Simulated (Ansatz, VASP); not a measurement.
# K: VASP beside Ansatz

File INCAR:

```
PREC = Accurate
ENCUT = 520
EDIFF = 1E-6
ISMEAR = -1
SIGMA = 0.01
LREAL = F
LASPH = T
NELM = 80
ALGO = Normal
ISIF = 2
LWAVE = F
LCHARG = T
GGA = PE
LELF = T
LVHAR = T
NBANDS = 10
```

File KPOINTS:

```
regular mesh
0
Gamma
  9 9 9
```

The input POSCAR:

```
K
1.0
   -2.6417142217      2.6417142217      2.6417142217
    2.6417142217     -2.6417142217      2.6417142217
    2.6417142217      2.6417142217     -2.6417142217
K
1
Direct
    0.0000000000      0.0000000000      0.0000000000
```

Input for Ansatz:

```yaml
crystal:
  lattice:
    - [-2.6417142217, 2.6417142217, 2.6417142217]
    - [2.6417142217, -2.6417142217, 2.6417142217]
    - [2.6417142217, 2.6417142217, -2.6417142217]
  atoms:
    - { symbol: K, position: [0.0, 0.0, 0.0] }
hamiltonian:
  xc: pbe
  pseudopotentials:
    kind: paw
    azcp:
      K: "pseudopotentials/K.paw.azcp"
basis:
  ecutwfc: 420
  fft_grid_basis: typed
kpoints:
  mp_grid: { grid: [9, 9, 9], shift: [0, 0, 0] }
magnetization:
  spin_polarized: false
scf:
  occupations: { method: fermi_dirac, width: 0.01 }
  lower_state_search: "off"
output:
  stress: true
  write_density: true
  write_potential: true
  elf: true
  volumetric_format: npy
```

Alike in both runs: task single point; functional PBE; k mesh 9 × 9 × 9; occupations fermi-dirac, width 0.01 eV; no spin polarisation.

```csv
,VASP,Ansatz
version,VASP 6.6.1,Ansatz 0.2.0
potentials or method,"VASP PAW PBE potentials, release 64 (K_sv), cutoff 520 eV","plane waves (420 eV) with PAW, scalar-relativistic"
valence electrons in the cell,9,9
```

|  | VASP | Ansatz | Ansatz less VASP |
| --- | --- | --- | --- |
| pressure (GPa) | 0.0 | 0.0 | +0.01 |
